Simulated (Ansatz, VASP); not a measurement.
One calculation of VH2, two programs

```xyz
3
Lattice="0.0000 2.1355 2.1355 2.1355 0.0000 2.1355 2.1355 2.1355 0.0000" Properties=species:S:1:pos:R:3 pbc="T T T"
V     0.2029   -0.2029   -0.2029
H     0.8649    1.2706    1.2706
H     3.2032    3.2032    3.2032
```

Change from the starting cell: shortest bond scaled by 0.62, PAW files.

Alike in both runs: task electric field gradients; functional LDA; k mesh 11 × 11 × 11; occupations fermi-dirac, width 0.05 eV; collinear spin.

```csv
,VASP,Ansatz
version,VASP 6.6.1,Ansatz 0.2.0
potentials or method,"VASP PAW LDA potentials, release 64 (V_sv, H)","PAW with Ansatz's default frozen-core files, scalar-relativistic"
plane-wave cutoff (eV),520,420
valence electrons in the cell,15,15
```

VASP gave:

```
pressure (GPa)                                                : 32.5
traceless stress, the component that is largest in VASP (GPa) : -45.67
rms of the force components (eV/Å)                            : 8.561
net moment per atom (μB)                                      : 0.00
size of Vzz on the site where it differs most (V/Å²)          : 64.1
```

Q: Which values does Ansatz return?

A: Pressure (GPa): 30.9; traceless stress, the component that is largest in VASP (GPa): -44.16; rms of the force components (eV/Å): 8.318; net moment per atom (μB): 0.00; size of Vzz on the site where it differs most (V/Å²): 54.7.

LDA's correlation is that of Perdew and Zunger in VASP and of Perdew and Wang (1992) in Ansatz. Atom by atom the forces differ by 0.244 eV/Å (rms over components). Both programs put the cell under a high pressure, so it lies far from rest at this level. Ansatz's warnings: seeded moment not kept.
